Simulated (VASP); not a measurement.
# MnSe (F-43m) in VASP: a series of runs

Runs on MnSe. Level: LDA. Tasks: single point, relaxation of cell and atoms.

All numbers are computed with VASP 6.6.1; they aren't measurements. Logs are shortened: lines on timing, memory, paths and dates and some standing lists are left out, and cuts for length are marked.

## Step 1: The cell of the first run

Symmetry: F-43m, No. 216, cubic system. Conventional cell: a = 5.584 Å, b = 5.584 Å, c = 5.584 Å, α = 90.00°, β = 90.00°, γ = 90.00°. Mn (site symmetry -43m) has 4 Se at 2.42 Å within 3.2 Å. Within 3.2 Å of Se (site symmetry -43m) lie 4 Mn at 2.42 Å.

## Step 2: Single point, LDA, collinear spin, ferromagnetic start (21.76 Å³/atom)

The input, INCAR:

```
ALGO     = Normal         # electronic algorithm
EDIFF    = 1E-7           # SCF threshold, eV
ENCUT    = 520            # plane-wave cutoff, eV
ISIF     = 2              # what is computed and relaxed
ISMEAR   = 0              # smearing method
ISPIN    = 2              # spin polarisation
LASPH    = True           # aspherical terms in the spheres
LCHARG   = False          # write CHGCAR
LMAXMIX  = 4              # l up to which the mixer works
LORBIT   = 11             # projections on sites
LREAL    = False          # projectors in reciprocal space
LWAVE    = False          # write WAVECAR
MAGMOM   = 4.13 0         # initial moments
NBANDS   = 20             # bands
NELM     = 150            # most SCF steps
PREC     = Accurate       # precision mode
SIGMA    = 0.2            # smearing width, eV
```

The input, KPOINTS:

```
k-points
0
Gamma
  14 14 14
```

The input, POSCAR:

```
MnSe
1.0
    0.0000000000      2.7917885152      2.7917885152
    2.7917885152      0.0000000000      2.7917885152
    2.7917885152      2.7917885152      0.0000000000
Mn Se
1 1
Direct
    0.0000000000      0.0000000000      0.0000000000
    0.7500000000      0.7500000000      0.7500000000
```

Potentials or basis: VASP PAW LDA potentials, release 64 (Mn_pv, Se).

Run with:

```sh
cat potpaw_LDA.64/Mn_pv/POTCAR potpaw_LDA.64/Se/POTCAR > POTCAR
mpirun -np 1 vasp_std > vasp.out
```

OUTCAR:

```text
EDIFF = 1E-7
   ENCUT = 520
   ISIF = 2
   ISMEAR = 0
   ISPIN = 2
   LASPH = True
   LORBIT = 11
   LREAL = False
   NELM = 150
   PREC = Accurate

 ion  position               nearest neighbor table
   1  0.000  0.000  0.000-   2 2.42   2 2.42   2 2.42   2 2.42
   2  0.750  0.750  0.750-   1 2.42   1 2.42   1 2.42   1 2.42

  LATTYP: Found a face centered cubic cell.
 ALAT       =     5.5835770304

  Lattice vectors:

 A1 = (   0.0000000000,   2.7917885152,   2.7917885152)
 A2 = (   2.7917885152,   0.0000000000,   2.7917885152)
 A3 = (   2.7917885152,   2.7917885152,   0.0000000000)

Analysis of symmetry for initial positions (statically):
=====================================================================
 Subroutine PRICEL returns:
 Original cell was already a primitive cell.

 Routine SETGRP: Setting up the symmetry group for a
 face centered cubic supercell.

 Subroutine GETGRP returns: Found 24 space group operations
 (whereof 24 operations were pure point group operations)
 out of a pool of 48 trial point group operations.

The static configuration has the point symmetry T_d .

Analysis of symmetry for dynamics (positions and initial velocities):
=====================================================================
 Subroutine PRICEL returns:
 Original cell was already a primitive cell.

 Routine SETGRP: Setting up the symmetry group for a
 face centered cubic supercell.

 Subroutine GETGRP returns: Found 24 space group operations
 (whereof 24 operations were pure point group operations)
 out of a pool of 48 trial point group operations.

The dynamic configuration has the point symmetry T_d .

Analysis of structural, dynamic, and magnetic symmetry:
=====================================================================
 Subroutine PRICEL returns:
 Original cell was already a primitive cell.

 Routine SETGRP: Setting up the symmetry group for a
 face centered cubic supercell.

 Subroutine GETGRP returns: Found 24 space group operations
 (whereof 24 operations were pure point group operations)
 out of a pool of 48 trial point group operations.

The overall configuration has the point symmetry T_d .

 Subroutine INISYM returns: Found 24 space group operations
 (whereof 24 operations are pure point group operations),
 and found     1 'primitive' translations

----------------------------------------------------------------------------------------

                                     Primitive cell

  volume of cell :      43.5189

  direct lattice vectors                    reciprocal lattice vectors
     0.000000000  2.791788515  2.791788515    -0.179096661  0.179096661  0.179096661
     2.791788515  0.000000000  2.791788515     0.179096661 -0.179096661  0.179096661
     2.791788515  2.791788515  0.000000000     0.179096661  0.179096661 -0.179096661

  length of vectors
     3.948185181  3.948185181  3.948185181     0.310204516  0.310204516  0.310204516

  position of ions in fractional coordinates (direct lattice)
     0.000000000  0.000000000  0.000000000
     0.750000000  0.750000000  0.750000000

  ion indices of the primitive-cell ions
   primitive index   ion index
                 1           1
                 2           2

----------------------------------------------------------------------------------------

 KPOINTS: k-points

Automatic generation of k-mesh.
 Grid dimensions read from file:
 generate k-points for:   14   14   14

 Generating k-lattice:

  Cartesian coordinates                     Fractional coordinates (reciprocal lattice)
    -0.012792619  0.012792619  0.012792619     0.071428571  0.000000000  0.000000000
     0.012792619 -0.012792619  0.012792619     0.000000000  0.071428571  0.000000000
     0.012792619  0.012792619 -0.012792619     0.000000000  0.000000000  0.071428571

  Length of vectors
     0.022157465  0.022157465  0.022157465

  Shift w.r.t. Gamma in fractional coordinates (k-lattice)
     0.000000000  0.000000000  0.000000000

 Subroutine IBZKPT returns following result:
 ===========================================

 Found    104 irreducible k-points:

 Following reciprocal coordinates:
            Coordinates               Weight
  0.000000  0.000000  0.000000      1.000000
  0.071429  0.000000  0.000000      8.000000
  0.142857  0.000000  0.000000      8.000000
  0.214286  0.000000  0.000000      8.000000
  0.285714  0.000000  0.000000      8.000000
  0.357143  0.000000  0.000000      8.000000
[... 16 lines left out ...]
  0.214286  0.142857  0.000000     24.000000
  0.285714  0.142857  0.000000     24.000000
 [... further k-points ...]
   k-points           NKPTS =    104   k-points in BZ     NKDIM =    104   number of bands    NBANDS=     20
   number of dos      NEDOS =    301   number of ions     NIONS =      2
   total plane-waves  NPLWV =  27000
   dimension x,y,z NGX =    30 NGY =   30 NGZ =   30
   dimension x,y,z NGXF=    60 NGYF=   60 NGZF=   60
   ions per type =               1   1
   NGX,Y,Z   is equivalent  to a cutoff of  12.63, 12.63, 12.63 a.u.
   NGXF,Y,Z  is equivalent  to a cutoff of  25.26, 25.26, 25.26 a.u.
 SYSTEM =  unknown system
   PREC   = accura    normal or accurate (medium, high low for compatibility)
   ISTART =      0    job   : 0-new  1-cont  2-samecut
   ICHARG =      2    charge: 1-file 2-atom 10-const
   ISPIN  =      2    spin polarized calculation?
   LNONCOLLINEAR =      F non collinear calculations
   LSORBIT =      F    spin-orbit coupling
   LASPH  =      T    aspherical Exc in radial PAW
   ENCUT  =  520.0 eV  38.22 Ry    6.18 a.u.   7.34  7.34  7.34*2*pi/ulx,y,z
   NELM   =    150;   NELMIN=  2; NELMDL= -5     # of ELM steps
   EDIFF  = 0.1E-06   stopping-criterion for ELM
   LREAL  =      F    real-space projection
   EDIFFG = 0.1E-05   stopping-criterion for IOM
   NSW    =      0    number of steps for IOM
   IBRION =     -1    ionic relax: 0-MD 1-quasi-New 2-CG
   NFREE  =      0    steps in history (QN), initial steepest desc. (CG)
   ISIF   =      2    stress and relaxation
   ISYM   =      2    0-nonsym 1-usesym 2-fastsym
   POTIM  = 0.5000    time-step for ionic-motion
   TEBEG  =    0.0;   TEEND  =   0.0 temperature during run
   PSTRESS=    0.0 pullay stress
   NELECT =      19.0000    total number of electrons
   NUPDOWN=      -1.0000    fix difference up-down
   EMIN   =  10.00;   EMAX   =-10.00  energy-range for DOS
   EFERMI =   0.00;   METHOD = LEGACY
   ISMEAR =     0;   SIGMA  =   0.20  broadening in eV -4-tet -1-fermi 0-gaus
   EFERMI_NEDOS =   21; number of points for ismear=-14 and -15
   IALGO  =     38    algorithm
   IMIX   =      4    mixing-type and parameters
     AMIX     =   0.40;   BMIX     =  1.00
     AMIX_MAG =   1.60;   BMIX_MAG =  1.00
  volume/ion in A,a.u.               =      21.76       146.84
  Fermi-wavevector in a.u.,A,eV,Ry     =   1.241939  2.346924 20.985788  1.542412
  Thomas-Fermi vector in A             =   2.376315
   LORBIT       =     11    0 simple, 1 ext, 2 COOP (PROOUT), +10 PAW based schemes
   GGA     = CA    functional components
   LHFCALC =     F    Hartree Fock is set to
   AEXX    =    0.0000 exact exchange contribution
   IVDW    =     0    specifies the selected vdW correction
   LEPSILON=     F    determine dielectric tensor
   LRPA    =     F    only Hartree local field effects (RPA)
 spin polarized calculation
 Gauss-broadening in eV      SIGMA  =   0.20
  energy-cutoff  :      520.00
  volume of cell :       43.52
 maximum number of plane-waves:      1211
 NGX is ok and might be reduce to    30
   NGX = 15   NGY = 15   NGZ = 15

 number of electron      18.9999990 magnetization       4.1417998

 Free energy of the ion-electron system (eV)
  ---------------------------------------------------
  ext. energy  EPLUGINS =         0.00000000
  ---------------------------------------------------
  free energy    TOTEN  =       -14.04565400 eV

  energy without entropy =      -14.00907194  energy(sigma->0) =      -14.02736297

 E-fermi :   4.4323     XC(G=0): -10.0865

 val. band max:        4.4312442707   @ k =   0.1429   0.0000   0.0000
 cond. band min:       4.4333951065   @ k =   0.2857   0.1429   0.0714
 fundamental gap:      0.0021508357
 Fermi energy:         4.4322857899

 spin component 1

 k-point     1 :       0.0000    0.0000    0.0000
  band No.  band energies     occupation
      1     -45.1489      1.00000
      2     -45.1489      1.00000
      3     -45.1489      1.00000
      4      -9.9499      1.00000
      5      -0.0769      1.00000
      6      -0.0769      1.00000
[... 12 lines left out ...]
     19      16.0249      0.00000
     20      16.8541      0.00000

 k-point     2 :       0.0714    0.0000    0.0000
  band No.  band energies     occupation
      1     -45.1491      1.00000
      2     -45.1490      1.00000
      3     -45.1490      1.00000
      4      -9.9164      1.00000
      5      -0.1476      1.00000
      6      -0.0638      1.00000
[... 12 lines left out ...]
     19      15.9329      0.00000
     20      16.8922      0.00000
[... 465 lines left out ...]
      3     -45.1494      1.00000
      4      -9.6696      1.00000
      5      -0.5891      1.00000
      6       0.0284      1.00000
[... 12 lines left out ...]
     19      17.2050      0.00000
     20      18.5454      0.00000

 k-point    24 :       0.2857    0.1429    0.0000
  band No.  band energies     occupation
      1     -45.1513      1.00000
      2     -45.1496      1.00000
      3     -45.1496      1.00000
      4      -9.5235      1.00000
      5      -0.7984      1.00000
      6       0.0512      1.00000
[... 12 lines left out ...]
     19      16.7688      0.00000
     20      19.8369      0.00000

 [... further k-points ...]

 spin component 2

 k-point     1 :       0.0000    0.0000    0.0000
  band No.  band energies     occupation
      1     -41.5384      1.00000
      2     -41.5384      1.00000
      3     -41.5384      1.00000
      4      -9.7275      1.00000
      5       1.2166      1.00000
      6       1.2166      1.00000
[... 12 lines left out ...]
     19      16.8612      0.00000
     20      17.4485      0.00000

 k-point     2 :       0.0714    0.0000    0.0000
  band No.  band energies     occupation
      1     -41.5388      1.00000
      2     -41.5385      1.00000
      3     -41.5385      1.00000
      4      -9.6951      1.00000
      5       1.0770      1.00000
      6       1.2240      1.00000
[... 12 lines left out ...]
     19      16.4830      0.00000
     20      17.5979      0.00000
[... 465 lines left out ...]
      3     -41.5391      1.00000
      4      -9.4564      1.00000
      5       0.3693      1.00000
      6       1.2137      1.00000
[... 12 lines left out ...]
     19      17.8207      0.00000
     20      19.1643      0.00000

 k-point    24 :       0.2857    0.1429    0.0000
  band No.  band energies     occupation
      1     -41.5417      1.00000
      2     -41.5394      1.00000
      3     -41.5393      1.00000
      4      -9.3153      1.00000
      5       0.0107      1.00000
      6       1.1969      1.00000
[... 12 lines left out ...]
     19      17.4326      0.00000
     20      20.4063      0.00000

 [... further k-points ...]

------------------------ aborting loop because EDIFF is reached ----------------------------------------

  FORCE on cell =-STRESS in cart. coord.  units (eV):
  Direction    XX          YY          ZZ          XY          YZ          ZX
  --------------------------------------------------------------------------------------
  -------------------------------------------------------------------------------------
  Total       -0.0579749     -0.0579749     -0.0579749      0.0000000     -0.0000000      0.0000000
  in kB       -2.1343846     -2.1343846     -2.1343846      0.0000000     -0.0000000      0.0000000
  external PRESSURE =      -2.1343846 kB  Pullay stress =       0.0000000 kB

 VOLUME and BASIS-vectors are now :
 -----------------------------------------------------------------------------
  energy-cutoff  :      520.00
  volume of cell :       43.52
      direct lattice vectors                 reciprocal lattice vectors
     0.000000000  2.791788515  2.791788515    -0.179096661  0.179096661  0.179096661
     2.791788515  0.000000000  2.791788515     0.179096661 -0.179096661  0.179096661
     2.791788515  2.791788515  0.000000000     0.179096661  0.179096661 -0.179096661

 POSITION                                       TOTAL-FORCE (eV/Angst)
 -----------------------------------------------------------------------------------
      0.00000      0.00000      0.00000        -0.000000      0.000000      0.000000
      4.18768      4.18768      4.18768         0.000000      0.000000     -0.000000
 -----------------------------------------------------------------------------------
    total drift:                                0.000000      0.000000     -0.000000

  FREE ENERGIE OF THE ION-ELECTRON SYSTEM (eV)
  ---------------------------------------------------
  free  energy   TOTEN  =       -14.0456539986 eV

  energy  without entropy=      -14.0090719376  energy(sigma->0) =      -14.02736297

 total charge

# of ion       s       p       d       tot
------------------------------------------
    1        0.294   6.241   5.026  11.561
    2        1.443   2.443   0.056   3.942
--------------------------------------------------
tot          1.736   8.684   5.082  15.503

 magnetization (x)

# of ion       s       p       d       tot
------------------------------------------
    1        0.045   0.057   3.634   3.736
    2        0.008   0.009   0.025   0.042
--------------------------------------------------
tot          0.053   0.066   3.658   3.777
```

It took 93 s on 1 thread of Intel Xeon 6975P-C (Granite Rapids), shared host; peak memory 0.26 GiB.

Results:

| Quantity | Value |
| --- | --- |
| Free energy | -14.0457 eV |
| Pressure | -0.2 GPa |
| Net moment | 4.14 μB per cell |
| Site moments | Mn +3.74; Se +0.04 μB |
| Valence electrons inside the program's atomic spheres | Mn 11.56; Se 3.94 |

Levels at points of the mesh, in eV from the Fermi level:
Spin up:
```csv
k point,band 8,band 9,band 10,band 11,band 12,band 13,band 14,band 15,band 16,band 17
"(0.00, 0.00, 0.00)",-2.59,-2.59,1.25,1.25,1.25,1.47,6.12,6.12,6.12,11.44
"(0.50, 0.00, 0.00)",-2.48,-2.48,-2.24,-0.01,-0.01,3.27,6.65,6.65,7.79,11.27
"(0.50, 0.50, 0.00)",-2.65,-2.37,-2.14,-1.59,-1.59,3.06,4.55,10.60,11.82,11.82
```
Spin down:
```tsv
k point	band 5	band 6	band 7	band 8	band 9	band 10
(0.00, 0.00, 0.00)	-3.22	-3.22	-3.22	0.50	0.50	2.00
(0.50, 0.00, 0.00)	-5.39	-3.11	-3.11	0.56	0.62	0.62
(0.50, 0.50, 0.00)	-5.29	-3.18	-3.18	-0.42	0.56	0.88
```

Caveat: a cell with one magnetic atom can't hold antiferromagnetic order, which such compounds often take; semilocal functionals often make such compounds metallic where correlation or magnetic order opens a gap, which also shifts bond lengths.

## Step 3: Single point, LDA, collinear spin, ferromagnetic start

This run uses another cell than the first one, of 22.22 Å³/atom.

The input, INCAR:

```
  PREC = Accurate
  ENCUT = 520
  EDIFF = 1E-7
  ISMEAR = 0
  SIGMA = 0.1
  LREAL = False
  LASPH = True
  NELM = 150
  ALGO = Normal
  ISIF = 2
  LWAVE = False
  LCHARG = False
  ISPIN = 2
  MAGMOM = 4.17 0
  LORBIT = 11
  LMAXMIX = 4
  GGA = CA
  NBANDS = 20
```

The input, KPOINTS:

```
Automatic mesh
0
Gamma
  14 14 14
```

The input, POSCAR:

```
MnSe
1.0
    0.0000000000      2.8113467170      2.8113467170
    2.8113467170      0.0000000000      2.8113467170
    2.8113467170      2.8113467170      0.0000000000
Mn Se
1 1
Direct
    0.0000000000      0.0000000000      0.0000000000
    0.7500000000      0.7500000000      0.7500000000
```

Potentials or basis: VASP PAW LDA potentials, release 64 (Mn_pv, Se).

Run with:

```sh
cat potpaw_LDA.64/Mn_pv/POTCAR potpaw_LDA.64/Se/POTCAR > POTCAR
mpirun -np 1 vasp_std > vasp.out
```

Wall time 90 s (1 thread of Intel Xeon 6975P-C (Granite Rapids), shared host); peak memory 0.26 GiB.

Results (log left out):

| Quantity | Value |
| --- | --- |
| Free energy | -14.0297 eV |
| Pressure | -0.8 GPa |
| Net moment | 4.27 μB per cell |
| Site moments | Mn +3.83; Se +0.05 μB |
| Valence electrons inside the program's atomic spheres | Mn 11.53; Se 3.93 |

Levels at points of the mesh, in eV from the Fermi level:
Spin up:
```tsv
k point	band 10	band 11	band 12	band 13	band 14	band 15
(0.00, 0.00, 0.00)	1.14	1.14	1.14	1.37	6.05	6.05
(0.50, 0.00, 0.00)	-2.30	-0.08	-0.08	3.18	6.57	6.57
(0.50, 0.50, 0.00)	-2.19	-1.63	-1.63	3.00	4.48	10.39
```
Spin down:
```tsv
k point	band 3	band 4	band 5	band 6	band 7	band 8	band 9	band 10	band 11	band 12
(0.00, 0.00, 0.00)	-45.94	-14.04	-3.13	-3.13	-3.13	0.54	0.54	1.93	3.25	3.25
(0.50, 0.00, 0.00)	-45.94	-13.32	-5.27	-3.03	-3.03	0.59	0.66	0.66	2.01	2.01
(0.50, 0.50, 0.00)	-45.94	-13.09	-5.18	-3.12	-3.12	-0.34	0.59	0.91	1.03	1.03
```

Caveat: a cell with one magnetic atom can't hold antiferromagnetic order, which such compounds often take; semilocal functionals often make such compounds metallic where correlation or magnetic order opens a gap, which also shifts bond lengths. With open d or f shells a metallic result of LDA can be an artefact of self-interaction; +U or a hybrid may open a gap.

## Step 4: Single point, LDA, collinear spin, ferromagnetic start

This run uses another cell than the first one, of 22.20 Å³/atom.

The input, INCAR:

```
SYSTEM = MnSe
  PREC = Accurate
  ENCUT = 520
  EDIFF = 1E-6
  ISMEAR = 0
  SIGMA = 0.2
  LREAL = .FALSE.
  LASPH = .TRUE.
  NELM = 150
  ALGO = Normal
  ISIF = 2
  LWAVE = .FALSE.
  LCHARG = .FALSE.
  ISPIN = 2
  MAGMOM = 4.15 0
  LORBIT = 11
  LMAXMIX = 4
  NBANDS = 20
```

The input, KPOINTS:

```
Automatic mesh
0
G
  14 14 14
  0 0 0
```

The input, POSCAR:

```
MnSe
1.0
    0.0000000000      2.8106525234      2.8106525234
    2.8106525234      0.0000000000      2.8106525234
    2.8106525234      2.8106525234      0.0000000000
Mn Se
1 1
Direct
    0.0000000000      0.0000000000      0.0000000000
    0.7500000000      0.7500000000      0.7500000000
```

Run with:

```sh
cat potpaw_LDA.64/Mn_pv/POTCAR potpaw_LDA.64/Se/POTCAR > POTCAR
mpirun -np 1 vasp_std > vasp.out
```

Run time: 73 s. Hardware: 1 thread of Intel Xeon 6975P-C (Granite Rapids), shared host; peak memory 0.26 GiB.

The run converged. Its results:

| Item | Value |
| --- | --- |
| Free energy | -14.0428 eV |
| Pressure | -0.8 GPa |
| Net moment | 4.25 μB per cell |
| Site moments | Mn +3.82; Se +0.05 μB |
| Valence electrons inside the program's atomic spheres | Mn 11.53; Se 3.93 |

Levels at points of the mesh, in eV from the Fermi level:
Spin up:
```
           k point  band 8  band 9  band 10  band 11  band 12  band 13  band 14  band 15  band 16  band 17
(0.00, 0.00, 0.00)   -2.63   -2.63     1.14     1.14     1.14     1.36     6.05     6.05     6.05    11.29
(0.50, 0.00, 0.00)   -2.52   -2.52    -2.29    -0.08    -0.08     3.17     6.57     6.57     7.68    11.09
(0.50, 0.50, 0.00)   -2.67   -2.41    -2.19    -1.63    -1.63     3.00     4.48    10.39    11.61    11.61
```
Spin down:
```
           k point  band 4  band 5  band 6  band 7  band 8  band 9  band 10  band 11
(0.00, 0.00, 0.00)  -14.05   -3.14   -3.14   -3.14    0.53    0.53     1.92     3.24
(0.50, 0.00, 0.00)  -13.34   -5.29   -3.04   -3.04    0.59    0.65     0.65     2.00
(0.50, 0.50, 0.00)  -13.10   -5.19   -3.13   -3.13   -0.35    0.58     0.91     1.03
```

Caveat: a cell with one magnetic atom can't hold antiferromagnetic order, which such compounds often take; semilocal functionals often make such compounds metallic where correlation or magnetic order opens a gap, which also shifts bond lengths. With open d or f shells a metallic result of LDA can be an artefact of self-interaction; +U or a hybrid may open a gap.

[end of part 1 of 2]
